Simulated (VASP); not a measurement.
# Nb (Im-3m) in VASP: further runs

Runs on Nb. Level: PBE. Tasks: single point, relaxation of cell and atoms.

Everything below comes from runs of VASP 6.6.1. Logs are shortened: lines on timing, memory, paths and dates and some standing lists are left out, and cuts for length are marked.

### 1 The cell of the first run

The structure is cubic, space group Im-3m (No. 229). The conventional cell has a = 3.310 Å, b = 3.310 Å, c = 3.310 Å, α = 90.00°, β = 90.00°, γ = 90.00°. Nb (site symmetry m-3m) has 14 Nb at 2.87 to 3.31 Å within 3.8 Å.

### 2 Single point, PBE

INCAR

```
SYSTEM = Nb
  PREC = Accurate
  ENCUT = 520
  EDIFF = 1E-6
  ISMEAR = -1
  SIGMA = 0.05
  LREAL = .FALSE.
  LASPH = .TRUE.
  NELM = 100
  ALGO = Normal
  ISIF = 2
  LWAVE = .FALSE.
  LCHARG = .FALSE.
  GGA = PE
  NBANDS = 20
```

KPOINTS

```
Automatic mesh
0
G
  13 13 13
  0 0 0
```

POSCAR

```
Nb
1.0
    3.3097315276      0.0000000000      0.0000000000
    0.0000000000      3.3097315276      0.0000000000
    0.0000000000      0.0000000000      3.3097315276
Nb
2
Direct
    0.0000000000      0.0000000000      0.0000000000
    0.5000000000      0.5000000000      0.5000000000
```

Potentials or basis: VASP PAW PBE potentials, release 64 (Nb_sv).

Run with:

```bash
$ cat potpaw_PBE.64/Nb_sv/POTCAR > POTCAR
$ mpirun -np 1 vasp_std > vasp.out
```

OUTCAR:

```text
SYSTEM = Nb
   PREC = Accurate
   ENCUT = 520
   EDIFF = 1E-6
   ISMEAR = -1
   LREAL = .FALSE.
   LASPH = .TRUE.
   NELM = 100
   ISIF = 2
   GGA = PE

 ion  position               nearest neighbor table
   1  0.000  0.000  0.000-   2 2.87   2 2.87   2 2.87   2 2.87   2 2.87   2 2.87   2 2.87   2 2.87

   2  0.500  0.500  0.500-   1 2.87   1 2.87   1 2.87   1 2.87   1 2.87   1 2.87   1 2.87   1 2.87

  LATTYP: Found a simple cubic cell.
 ALAT       =     3.3097315276

  Lattice vectors:

 A1 = (   3.3097315276,   0.0000000000,   0.0000000000)
 A2 = (   0.0000000000,   3.3097315276,   0.0000000000)
 A3 = (   0.0000000000,   0.0000000000,   3.3097315276)

Analysis of symmetry for initial positions (statically):
=====================================================================
 Subroutine PRICEL returns following result:

  LATTYP: Found a body centered cubic cell.
 ALAT       =     3.3097315276

  Lattice vectors:

 A1 = (   1.6548657638,   1.6548657638,  -1.6548657638)
 A2 = (  -1.6548657638,   1.6548657638,   1.6548657638)
 A3 = (   1.6548657638,  -1.6548657638,   1.6548657638)

   2 primitive cells build up your supercell.

 Routine SETGRP: Setting up the symmetry group for a
 simple cubic supercell.

 Subroutine GETGRP returns: Found 48 space group operations
 (whereof 48 operations were pure point group operations)
 out of a pool of 48 trial point group operations.

The static configuration has the point symmetry O_h .

Analysis of symmetry for dynamics (positions and initial velocities):
=====================================================================
 Subroutine PRICEL returns following result:

  LATTYP: Found a body centered cubic cell.
 ALAT       =     3.3097315276

  Lattice vectors:

 A1 = (   1.6548657638,   1.6548657638,  -1.6548657638)
 A2 = (  -1.6548657638,   1.6548657638,   1.6548657638)
 A3 = (   1.6548657638,  -1.6548657638,   1.6548657638)

   2 primitive cells build up your supercell.

 Routine SETGRP: Setting up the symmetry group for a
 simple cubic supercell.

 Subroutine GETGRP returns: Found 48 space group operations
 (whereof 48 operations were pure point group operations)
 out of a pool of 48 trial point group operations.

The dynamic configuration has the point symmetry O_h .

 Subroutine INISYM returns: Found 48 space group operations
 (whereof 48 operations are pure point group operations),
 and found     2 'primitive' translations

----------------------------------------------------------------------------------------

                                     Primitive cell

  volume of cell :      18.1279

  direct lattice vectors                    reciprocal lattice vectors
     1.654865764  1.654865764 -1.654865764     0.302139310  0.302139310  0.000000000
    -1.654865764  1.654865764  1.654865764    -0.000000000  0.302139310  0.302139310
     1.654865764 -1.654865764  1.654865764     0.302139310  0.000000000  0.302139310

  length of vectors
     2.866311583  2.866311583  2.866311583     0.427289510  0.427289510  0.427289510

  position of ions in fractional coordinates (direct lattice)
     0.000000000  0.000000000  0.000000000

  ion indices of the primitive-cell ions
   primitive index   ion index
                 1           1

----------------------------------------------------------------------------------------

 KPOINTS: Automatic mesh

Automatic generation of k-mesh.
 Grid dimensions read from file:
 generate k-points for:   13   13   13

 Generating k-lattice:

  Cartesian coordinates                     Fractional coordinates (reciprocal lattice)
     0.023241485  0.000000000  0.000000000     0.076923077  0.000000000  0.000000000
     0.000000000  0.023241485  0.000000000     0.000000000  0.076923077  0.000000000
     0.000000000  0.000000000  0.023241485     0.000000000  0.000000000  0.076923077

  Length of vectors
     0.023241485  0.023241485  0.023241485

  Shift w.r.t. Gamma in fractional coordinates (k-lattice)
     0.000000000  0.000000000  0.000000000

 Subroutine IBZKPT returns following result:
 ===========================================

 Found     84 irreducible k-points:

 Following reciprocal coordinates:
            Coordinates               Weight
  0.000000  0.000000  0.000000      1.000000
  0.076923  0.000000  0.000000      6.000000
  0.153846  0.000000  0.000000      6.000000
  0.230769  0.000000  0.000000      6.000000
  0.307692  0.000000  0.000000      6.000000
  0.384615  0.000000  0.000000      6.000000
[... 16 lines left out ...]
  0.307692  0.307692  0.000000     12.000000
  0.384615  0.307692  0.000000     24.000000
 [... further k-points ...]
   k-points           NKPTS =     84   k-points in BZ     NKDIM =     84   number of bands    NBANDS=     20
   number of dos      NEDOS =    301   number of ions     NIONS =      2
   total plane-waves  NPLWV =  21952
   dimension x,y,z NGX =    28 NGY =   28 NGZ =   28
   dimension x,y,z NGXF=    56 NGYF=   56 NGZF=   56
   ions per type =               2
   NGX,Y,Z   is equivalent  to a cutoff of  14.06, 14.06, 14.06 a.u.
   NGXF,Y,Z  is equivalent  to a cutoff of  28.13, 28.13, 28.13 a.u.
 SYSTEM =  Nb
   PREC   = accura    normal or accurate (medium, high low for compatibility)
   ISTART =      0    job   : 0-new  1-cont  2-samecut
   ICHARG =      2    charge: 1-file 2-atom 10-const
   ISPIN  =      1    spin polarized calculation?
   LNONCOLLINEAR =      F non collinear calculations
   LSORBIT =      F    spin-orbit coupling
   LASPH  =      T    aspherical Exc in radial PAW
   ENCUT  =  520.0 eV  38.22 Ry    6.18 a.u.   6.15  6.15  6.15*2*pi/ulx,y,z
   NELM   =    100;   NELMIN=  2; NELMDL= -5     # of ELM steps
   EDIFF  = 0.1E-05   stopping-criterion for ELM
   LREAL  =      F    real-space projection
   EDIFFG = 0.1E-04   stopping-criterion for IOM
   NSW    =      0    number of steps for IOM
   IBRION =     -1    ionic relax: 0-MD 1-quasi-New 2-CG
   NFREE  =      0    steps in history (QN), initial steepest desc. (CG)
   ISIF   =      2    stress and relaxation
   ISYM   =      2    0-nonsym 1-usesym 2-fastsym
   POTIM  = 0.5000    time-step for ionic-motion
   TEBEG  =    0.0;   TEEND  =   0.0 temperature during run
   PSTRESS=    0.0 pullay stress
   NELECT =      26.0000    total number of electrons
   NUPDOWN=      -1.0000    fix difference up-down
   EMIN   =  10.00;   EMAX   =-10.00  energy-range for DOS
   EFERMI =   0.00;   METHOD = LEGACY
   ISMEAR =    -1;   SIGMA  =   0.05  broadening in eV -4-tet -1-fermi 0-gaus
   EFERMI_NEDOS =   21; number of points for ismear=-14 and -15
   IALGO  =     38    algorithm
   IMIX   =      4    mixing-type and parameters
     AMIX     =   0.40;   BMIX     =  1.00
     AMIX_MAG =   1.60;   BMIX_MAG =  1.00
  volume/ion in A,a.u.               =      18.13       122.33
  Fermi-wavevector in a.u.,A,eV,Ry     =   1.465345  2.769100 29.214914  2.147236
  Thomas-Fermi vector in A             =   2.581213
   LORBIT       =      0    0 simple, 1 ext, 2 COOP (PROOUT), +10 PAW based schemes
   GGA     = PE    functional components
[... 5 lines left out ...]
 non-spin polarized calculation
  energy-cutoff  :      520.00
  volume of cell :       36.26
 maximum number of plane-waves:       991
 NGX is ok and might be reduce to    28
   NGX = 13   NGY = 13   NGZ = 13

 number of electron      26.0000002 magnetization

 Free energy of the ion-electron system (eV)
  ---------------------------------------------------
  ext. energy  EPLUGINS =         0.00000000
  ---------------------------------------------------
  free energy    TOTEN  =       -20.44750223 eV

  energy without entropy =      -20.42466356  energy(sigma->0) =      -20.43608290

 E-fermi :  11.0926     XC(G=0): -12.4667

 val. band max:       11.0803106965   @ k =   0.3846   0.3846   0.2308
 cond. band min:      11.0959414695   @ k =   0.3077   0.1538   0.1538
 fundamental gap:      0.0156307730
 Fermi energy:        11.0925587792

 k-point     1 :       0.0000    0.0000    0.0000
  band No.  band energies     occupation
      1     -43.2852      2.00000
      2     -42.8787      2.00000
      3     -19.5065      2.00000
      4     -19.5065      2.00000
      5     -19.5065      2.00000
      6     -18.5961      2.00000
[... 12 lines left out ...]
     19      16.6506      0.00000
     20      20.1097      0.00000

 k-point     2 :       0.0769    0.0000    0.0000
  band No.  band energies     occupation
      1     -43.2785      2.00000
      2     -42.8836      2.00000
      3     -19.5079      2.00000
      4     -19.4928      2.00000
      5     -19.4928      2.00000
      6     -18.6253      2.00000
[... 12 lines left out ...]
     19      16.5368      0.00000
     20      19.7854      0.00000

 k-point     3 :       0.1538    0.0000    0.0000
  band No.  band energies     occupation
      1     -43.2587      2.00000
      2     -42.8984      2.00000
      3     -19.5098      2.00000
      4     -19.4528      2.00000
      5     -19.4528      2.00000
      6     -18.7080      2.00000
[... 12 lines left out ...]
     19      16.2146      0.00000
     20      18.9775      0.00000

 k-point     4 :       0.2308    0.0000    0.0000
  band No.  band energies     occupation
      1     -43.2273      2.00000
      2     -42.9225      2.00000
      3     -19.5050      2.00000
      4     -19.3888      2.00000
      5     -19.3888      2.00000
      6     -18.8309      2.00000
[... 12 lines left out ...]
     19      15.7325      0.00000
     20      17.9841      0.00000

 k-point     5 :       0.3077    0.0000    0.0000
  band No.  band energies     occupation
      1     -43.1869      2.00000
      2     -42.9553      2.00000
      3     -19.4843      2.00000
      4     -19.3049      2.00000
      5     -19.3049      2.00000
      6     -18.9756      2.00000
[... 12 lines left out ...]
     19      15.1724      0.00000
     20      17.0446      0.00000
[... 353 lines left out ...]
      6     -18.9141      2.00000
[... 12 lines left out ...]
     19      16.5172      0.00000
     20      17.3197      0.00000

 k-point    22 :       0.4615    0.2308    0.0000
  band No.  band energies     occupation
      1     -43.0759      2.00000
      2     -43.0390      2.00000
      3     -19.6968      2.00000
      4     -19.6196      2.00000
      5     -19.0727      2.00000
      6     -18.9901      2.00000
[... 12 lines left out ...]
     19      15.9806      0.00000
     20      16.3094      0.00000

 k-point    23 :       0.3077    0.3077    0.0000
  band No.  band energies     occupation
      1     -43.1244      2.00000
      2     -42.9925      2.00000
      3     -19.7938      2.00000
      4     -19.5179      2.00000
      5     -19.1791      2.00000
      6     -18.9106      2.00000
[... 12 lines left out ...]
     19      17.1531      0.00000
     20      18.2278      0.00000

 k-point    24 :       0.3846    0.3077    0.0000
  band No.  band energies     occupation
      1     -43.0960      2.00000
      2     -43.0136      2.00000
      3     -19.8215      2.00000
      4     -19.6506      2.00000
      5     -19.1196      2.00000
      6     -18.9350      2.00000
[... 12 lines left out ...]
     19      17.0703      0.00000
     20      17.3474      0.00000

 [... further k-points ...]
[... 5 lines left out ...]
  --------------------------------------------------------------------------------------
  -------------------------------------------------------------------------------------
  Total       -0.0748532     -0.0748532     -0.0748532     -0.0000000      0.0000000      0.0000000
  in kB       -3.3078259     -3.3078259     -3.3078259     -0.0000000      0.0000000      0.0000000
  external PRESSURE =      -3.3078259 kB  Pullay stress =       0.0000000 kB

 VOLUME and BASIS-vectors are now :
 -----------------------------------------------------------------------------
  energy-cutoff  :      520.00
  volume of cell :       36.26
      direct lattice vectors                 reciprocal lattice vectors
     3.309731528  0.000000000  0.000000000     0.302139310  0.000000000  0.000000000
     0.000000000  3.309731528  0.000000000     0.000000000  0.302139310  0.000000000
     0.000000000  0.000000000  3.309731528     0.000000000  0.000000000  0.302139310

 POSITION                                       TOTAL-FORCE (eV/Angst)
 -----------------------------------------------------------------------------------
      0.00000      0.00000      0.00000         0.000000     -0.000000      0.000000
      1.65487      1.65487      1.65487        -0.000000      0.000000     -0.000000
 -----------------------------------------------------------------------------------
    total drift:                                0.000000      0.000000      0.000000

  FREE ENERGIE OF THE ION-ELECTRON SYSTEM (eV)
  ---------------------------------------------------
  free  energy   TOTEN  =       -20.4475022263 eV

  energy  without entropy=      -20.4246635644  energy(sigma->0) =      -20.43608290
```

It took 45 s on 1 thread of Intel Xeon Platinum 8259CL at 2.50GHz (Skylake/Cascade Lake), shared host; peak memory 0.18 GiB.

What came out:

* Free energy: -20.4475 eV
* Pressure: -0.3 GPa
* Band gap on the k mesh: zero (band 13 reaches 13.00 eV, above the bottom of band 14 at 10.07 eV)

Levels at points of the mesh, in eV from the Fermi level:
```tsv
k point	band 11	band 12	band 13	band 14	band 15	band 16
(0.00, 0.00, 0.00)	-3.69	0.37	0.37	0.37	3.25	3.25
```

### 3 Relaxation of cell and atoms, PBE

This run uses another cell than the first one, of 18.46 Å³/atom, 1.018 times its volume.

INCAR

```
PREC = Accurate
ENCUT = 600
EDIFF = 1E-6
ISMEAR = -1
SIGMA = 0.05
LREAL = False
LASPH = True
NELM = 60
ALGO = Normal
ISIF = 3
LWAVE = False
LCHARG = False
GGA = PE
IBRION = 2
NSW = 50
EDIFFG = -0.02
```

KPOINTS

```
regular mesh
0
Gamma
  13 13 13
```

POSCAR

```
Nb
1.0
    3.3300000000      0.0000000000      0.0000000000
    0.0000000000      3.3300000000      0.0000000000
    0.0000000000      0.0000000000      3.3300000000
Nb
2
Direct
    0.0000000000      0.0000000000      0.0000000000
    0.5000000000      0.5000000000      0.5000000000
```

Potentials or basis: VASP PAW PBE potentials, release 64 (Nb_sv).

Run with:

```bash
$ cat potpaw_PBE.64/Nb_sv/POTCAR > POTCAR
$ mpirun -np 1 vasp_std > vasp.out
```

Wall time 1.9 min (1 thread of Intel Xeon Platinum 8259CL at 2.50GHz (Skylake/Cascade Lake), shared host); peak memory 0.2 GiB.

Results (log left out):

```
Free energy                            : -20.4478 eV
Relaxed volume                         : 18.10 Å³/atom
Relaxed cell                           : a = 3.308 Å, b = 3.308 Å, c = 3.308 Å, α = 90.00°, β = 90.00°, γ = 90.00°
Space group after relaxing (to 0.05 Å) : Im-3m (No. 229)
Energy gained by relaxing              : 3.9 meV/atom
Ionic steps                            : 3
Pressure after relaxing                : 0.0 GPa
Band gap on the k mesh                 : zero (band 13 reaches 13.03 eV, above the bottom of band 14 at 10.09 eV)
```

The path:
```
step  energy change (eV)  largest force (eV/Å)  pressure (GPa)  volume (Å³)
   1              0.0000                0.0000           -3.36        36.93
   2              0.0188                0.0000            6.75        34.90
   3             -0.0077                0.0000           -0.04        36.20
```

Final structure:
```xyz
2
Lattice="3.3081 0.0000 0.0000 0.0000 3.3081 0.0000 0.0000 0.0000 3.3081" Properties=species:S:1:pos:R:3 pbc="T T T"
Nb    0.0000    0.0000    0.0000
Nb    1.6540    1.6540    1.6540
```

Levels at points of the mesh, in eV from the Fermi level:
| k point | band 10 | band 11 | band 12 | band 13 | band 14 | band 15 | band 16 | band 17 |
| --- | --- | --- | --- | --- | --- | --- | --- | --- |
| (0.00, 0.00, 0.00) | -3.69 | -3.69 | 0.37 | 0.37 | 0.37 | 3.26 | 3.26 | 5.57 |
